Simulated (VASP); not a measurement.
Wanted: the native input for a VASP 6.6.1 run.

```yaml
Task: relaxation of cell and atoms
Functional: LDA
Potentials_or_basis: VASP PAW LDA potentials, release 64 (Ti_sv)
Cutoff: 500 eV
k_mesh: 16 × 16 × 10
Occupations: gaussian, width 0.05 eV
Spin: no spin polarisation
Dipole_correction: no
Further_INCAR_settings: ALGO = Normal; EDIFF = 1e-07; IBRION = 2; EDIFFG = -0.01; NSW = 50; ISIF = 3
```

The structure of Ti lies in POSCAR:

```
Ti
1.0
    2.8629259344      0.0000000000      0.0000000000
   -1.4314629672      2.4793665884      0.0000000000
    0.0000000000      0.0000000000      4.5342644839
Ti
2
Direct
    0.3333333333      0.6666666667      0.7500000000
    0.6666666667      0.3333333333      0.2500000000
```

One way to write it, as run:

INCAR

```
SYSTEM = Ti
ALGO = Normal
EDIFF = 1E-7
EDIFFG = -0.01
ENCUT = 500
GGA_COMPAT = .False.
IBRION = 2
ISIF = 3
ISMEAR = 0
LASPH = .True.
LCHARG = .False.
LREAL = .False.
LWAVE = .False.
NELM = 120
NELMIN = 4
NSW = 50
PREC = Accurate
SIGMA = 0.05
```

KPOINTS

```
k-points
0
Gamma
  16 16 10
  0 0 0
```

Potentials or basis: VASP PAW LDA potentials, release 64 (Ti_sv).

Run with:

```console
$ cat potpaw_LDA.64/Ti_sv/POTCAR > POTCAR
$ mpirun -np 1 vasp_std > vasp.out
```

Results of the run:

```json
{
  "Relaxed volume": "16.06 Å³/atom",
  "Relaxed cell": "a = 2.861 Å, b = 2.861 Å, c = 4.532 Å, α = 90.00°, β = 90.00°, γ = 120.00°",
  "Space group after relaxing (to 0.1 Å)": "P6_3/mmc (No. 194)",
  "Energy gained by relaxing": "0.0 meV/atom",
  "Ionic steps": "3",
  "Pressure after relaxing": "0.0 GPa",
  "Band gap on the k mesh": "zero (bands 12 and 13 overlap by 1.10 eV)"
}
```

Wall time 5.3 min on 1 thread of Intel Xeon 8259CL (shared host), peak memory 0.2 GiB.
